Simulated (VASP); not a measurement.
# Sn (Fd-3m) in VASP: further runs, part 2 of 3

VASP 6.6.1. Earlier steps stand in the parts before.

### Step 3. Single point, r2SCAN (35.38 Å³/atom)

This run uses another cell than the first one, of 35.38 Å³/atom.

POSCAR

```
Sn
1.0
    0.0000000000      3.2827229177      3.2827229177
    3.2827229177      0.0000000000      3.2827229177
    3.2827229177      3.2827229177      0.0000000000
Sn
2
Direct
    0.0000000000      0.0000000000      0.0000000000
    0.2500000000      0.2500000000      0.2500000000
```

INCAR.step1

```
SYSTEM = Sn
ALGO = Normal
EDIFF = 1E-4
ENCUT = 520
GGA = PE
ISMEAR = 0
LASPH = .True.
LCHARG = .False.
LREAL = .False.
LWAVE = .True.
NBANDS = 21
NELM = 100
PREC = Accurate
SIGMA = 0.05
```

INCAR.step2

```
SYSTEM = Sn
ALGO = Normal
EDIFF = 1E-6
ENCUT = 520
ISIF = 2
ISMEAR = 0
ISTART = 1
LASPH = .True.
LCHARG = .False.
LMIXTAU = .True.
LREAL = .False.
LWAVE = .False.
METAGGA = R2SCAN
NBANDS = 21
NELM = 100
PREC = Accurate
SIGMA = 0.05
```

KPOINTS

```
k-points
0
Gamma
  12 12 12
  0 0 0
```

Potentials or basis: VASP PAW PBE potentials, release 64 (Sn_d).

Command:

```sh
$ cat potpaw_PBE.64/Sn_d/POTCAR > POTCAR
$ cp INCAR.step1 INCAR
$ mpirun -np 1 vasp_std > vasp.out
$ cp INCAR.step2 INCAR
$ mpirun -np 1 vasp_std > vasp.out
```

OUTCAR:

```text
SYSTEM = Sn
   EDIFF = 1E-6
   ENCUT = 520
   ISIF = 2
   ISMEAR = 0
   ISTART = 1
   LASPH = .True.
   LREAL = .False.
   METAGGA = R2SCAN
   NELM = 100
   PREC = Accurate

 ion  position               nearest neighbor table
   1  0.000  0.000  0.000-   2 2.84   2 2.84   2 2.84   2 2.84
   2  0.250  0.250  0.250-   1 2.84   1 2.84   1 2.84   1 2.84

  LATTYP: Found a face centered cubic cell.
 ALAT       =     6.5654458354

  Lattice vectors:

 A1 = (   0.0000000000,   3.2827229177,   3.2827229177)
 A2 = (   3.2827229177,   0.0000000000,   3.2827229177)
 A3 = (   3.2827229177,   3.2827229177,   0.0000000000)

Analysis of symmetry for initial positions (statically):
=====================================================================
 Subroutine PRICEL returns:
 Original cell was already a primitive cell.

 Routine SETGRP: Setting up the symmetry group for a
 face centered cubic supercell.

 Subroutine GETGRP returns: Found 48 space group operations
 (whereof 24 operations were pure point group operations)
 out of a pool of 48 trial point group operations.
[... 160 lines left out ...]
  ---------------------------------------------------
  free energy    TOTEN  =       -49.49538273 eV

  energy without entropy =      -49.49531110  energy(sigma->0) =      -49.49534691

 E-fermi :   5.2245     XC(G=0):  -9.4277

 val. band max:        5.2178923298   @ k =   0.0000   0.0000   0.0000
 cond. band min:       5.2783160609   @ k =   0.5000   0.0000   0.0000
 fundamental gap:      0.0604237311
 Fermi energy:         5.2244598360

 k-point     1 :       0.0000    0.0000    0.0000
  band No.  band energies     occupation
      1     -17.1232      2.00000
      2     -17.1232      2.00000
      3     -17.1232      2.00000
      4     -17.0614      2.00000
      5     -17.0614      2.00000
      6     -16.7660      2.00000
[... 565 lines left out ...]
     20      13.3496      0.00000
     21      13.6331      0.00000

 [... further k-points ...]

------------------------ aborting loop because EDIFF is reached ----------------------------------------

  FORCE on cell =-STRESS in cart. coord.  units (eV):
  Direction    XX          YY          ZZ          XY          YZ          ZX
  --------------------------------------------------------------------------------------
  -------------------------------------------------------------------------------------
  Total       -0.0151572     -0.0151572     -0.0151572      0.0000000     -0.0000000     -0.0000000
  in kB       -0.3432390     -0.3432390     -0.3432390      0.0000000     -0.0000000     -0.0000000
  external PRESSURE =      -0.3432390 kB  Pullay stress =       0.0000000 kB

 VOLUME and BASIS-vectors are now :
 -----------------------------------------------------------------------------
  energy-cutoff  :      520.00
  volume of cell :       70.75
      direct lattice vectors                 reciprocal lattice vectors
     0.000000000  3.282722918  3.282722918    -0.152312581  0.152312581  0.152312581
     3.282722918  0.000000000  3.282722918     0.152312581 -0.152312581  0.152312581
     3.282722918  3.282722918  0.000000000     0.152312581  0.152312581 -0.152312581

 POSITION                                       TOTAL-FORCE (eV/Angst)
 -----------------------------------------------------------------------------------
      0.00000      0.00000      0.00000        -0.000000     -0.000000     -0.000000
      1.64136      1.64136      1.64136         0.000000      0.000000      0.000000
 -----------------------------------------------------------------------------------
    total drift:                                0.000000      0.000000      0.000000

  FREE ENERGIE OF THE ION-ELECTRON SYSTEM (eV)
  ---------------------------------------------------
  free  energy   TOTEN  =       -49.4953827287 eV

  energy  without entropy=      -49.4953110985  energy(sigma->0) =      -49.49534691
```

OUTCAR.step1:

```text
SYSTEM = Sn
   EDIFF = 1E-4
   ENCUT = 520
   GGA = PE
   ISMEAR = 0
   LASPH = .True.
   LREAL = .False.
[... 798 lines left out ...]
      0.00000      0.00000      0.00000        -0.000000      0.000000     -0.000000
      1.64136      1.64136      1.64136         0.000000     -0.000000      0.000000
 -----------------------------------------------------------------------------------
    total drift:                                0.000000      0.000000      0.000000

  FREE ENERGIE OF THE ION-ELECTRON SYSTEM (eV)
  ---------------------------------------------------
  free  energy   TOTEN  =        -7.6784908636 eV

  energy  without entropy=       -7.6779983097  energy(sigma->0) =       -7.67824459
```

OSZICAR.step1:

```text
N       E                     dE             d eps       ncg     rms          rms(c)
DAV:   1     0.229255986753E+03    0.22926E+03   -0.14453E+04  3054   0.188E+03
DAV:   2     0.173442856129E+02   -0.21191E+03   -0.20788E+03  3049   0.449E+02
DAV:   3    -0.689356258552E+01   -0.24238E+02   -0.24109E+02  3524   0.140E+02
DAV:   4    -0.769785733388E+01   -0.80429E+00   -0.80391E+00  3439   0.285E+01
DAV:   5    -0.773101933116E+01   -0.33162E-01   -0.33161E-01  4479   0.539E+00    0.307E+00
DAV:   6    -0.769381351088E+01    0.37206E-01   -0.27011E-02  4059   0.204E+00    0.179E+00
DAV:   7    -0.767629394911E+01    0.17520E-01   -0.41631E-02  3264   0.212E+00    0.158E-01
DAV:   8    -0.767805269336E+01   -0.17587E-02   -0.54276E-03  3399   0.809E-01    0.514E-02
DAV:   9    -0.767847091313E+01   -0.41822E-03   -0.50800E-04  2698   0.142E-01    0.118E-02
DAV:  10    -0.767849086355E+01   -0.19950E-04   -0.38615E-05  2783   0.546E-02
   1 F= -.76784909E+01 E0= -.76782446E+01  d E =-.492554E-03
```

Wall time 3.3 min (1 thread of AMD EPYC 9R45 (Zen 5), shared host); peak memory 0.23 GiB.

What came out:

* Free energy: -49.4954 eV
* Pressure: 0.0 GPa
* Band gap on the k mesh: zero (filled and empty bands touch)

Caveat: the PAW data sets were made with another functional, which shifts forces and pressure a little; spin-orbit coupling is left out, which moves the levels of the heavy elements.

(Continued in part 3 of 3.)

The gap in the log of VASP goes by the Fermi energy; the results here count the filled bands.